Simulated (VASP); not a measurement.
Wanted: the native input for a VASP 6.6.1 run.

```
Task                   : single point
Functional             : PBEsol
Potentials or basis    : VASP PAW PBE potentials, release 64 (Cu)
Cutoff                 : 520 eV
k mesh                 : 22 × 22 × 22
Occupations            : gaussian, width 0.15 eV
Spin                   : no spin polarisation
Dipole correction      : no
Further INCAR settings : ALGO = Normal; EDIFF = 1e-06; NBANDS = 12
```

The structure of Cu lies in POSCAR:

```
Cu
1.0
    0.0000000000      1.8617250000      1.8075000000
    1.8617250000      0.0000000000      1.8075000000
    1.8617250000      1.8617250000      0.0000000000
Cu
1
Direct
    0.0000000000      0.0000000000      0.0000000000
```

This cell differs from its parent crystal: strain +0.030 along x and y, +0.000 along z.

One way to write it, as run:

INCAR

```
SYSTEM = Cu
PREC = Accurate ; ENCUT = 520
EDIFF = 1E-6 ; ISMEAR = 0
SIGMA = 0.15 ; LREAL = .False.
LASPH = .True. ; NELM = 80
ALGO = Normal ; ISIF = 2
LWAVE = .False. ; LCHARG = .False.
GGA = PS ; NBANDS = 12
```

KPOINTS

```
Automatic mesh
0
Gamma
  22 22 22
  0 0 0
```

Potentials or basis: VASP PAW PBE potentials, release 64 (Cu).

Launch:

```console
$ cat potpaw_PBE.64/Cu/POTCAR > POTCAR
$ mpirun -np 1 vasp_std > vasp.out
```

Results of the run:

```json
{
  "Pressure": "-12.6 GPa"
}
```

Caveat: the cell differs from its parent crystal (strain +0.030 along x and y, +0.000 along z); the PAW data sets were made with another functional, which shifts forces and pressure a little.

Run time: 42 s on 1 thread of Intel(R) Xeon(R) 6975P-C (Granite Rapids), on a shared host, peak memory 0.22 GiB.
